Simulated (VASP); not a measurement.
Mg5CdS6:

```
Mg Cd S
1.0
     3.89467    0.00000    0.00000
    -1.94733    3.37288    0.00000
     0.00000    0.00000   19.07990
Mg Cd S
5 1 6
Cartesian
  0.0000 2.2486 15.8999
  0.0000 0.0000 0.0000
  1.9473 1.1243 3.1800
  0.0000 2.2486 6.3600
  1.9473 1.1243 12.7199
  0.0000 0.0000 9.5399
  1.9473 1.1243 17.4899
  0.0000 2.2486 1.5900
  0.0000 0.0000 4.7700
  1.9473 1.1243 7.9500
  0.0000 2.2486 11.1299
  0.0000 0.0000 14.3099
```

* Program: VASP 6.6.1
* Task: relaxation of cell and atoms
* Functional: PBE
* Potentials or basis: VASP PAW PBE potentials, release 64 (Mg, Cd, S)
* Cutoff: 600 eV
* k mesh: 6 × 6 × 1
* Occupations: gaussian, width 0.1 eV
* Spin: no spin polarisation

At the start: pressure -7.1 GPa; volume 20.89 Å³/atom.

How do energy, volume and symmetry change on relaxing?

Over 12 steps the energy falls by 71.2 meV/atom and the volume is 18.36 Å³/atom (-12.1 %); space group P-3m1 (No. 164, to 0.1 Å) before and after.

Step by step:
```csv
step,energy change (eV),largest force (eV/Å),pressure (GPa),volume (Å³)
1,0.0000,0.5866,-7.12,250.64
2,-0.7613,0.6874,0.92,218.44
3,-0.7657,0.6806,0.22,220.43
4,-0.8035,0.3849,0.17,220.28
5,-0.8255,0.2836,0.13,220.05
6,-0.8357,0.1519,-0.09,220.65
7,-0.8410,0.1528,-0.40,221.50
8,-0.8472,0.1032,0.12,219.91
9,-0.8476,0.1054,0.29,219.41
10,-0.8526,0.0686,0.11,219.87
11,-0.8535,0.0726,0.00,220.19
12,-0.8548,0.0310,-0.04,220.29
```

Final structure:
```
Mg Cd S
1.0
     3.72906    0.00000    0.00000
    -1.86453    3.22946    0.00000
     0.00000    0.00000   18.29211
Mg Cd S
5 1 6
Direct
  0.33333 0.66667 0.83577
  0.00000 0.00000 0.00000
  0.66667 0.33333 0.16423
  0.33333 0.66667 0.32822
  0.66667 0.33333 0.67178
  0.00000 0.00000 0.50000
  0.66667 0.33333 0.91772
  0.33333 0.66667 0.08228
  0.00000 0.00000 0.24608
  0.66667 0.33333 0.40910
  0.33333 0.66667 0.59090
  0.00000 0.00000 0.75392
```
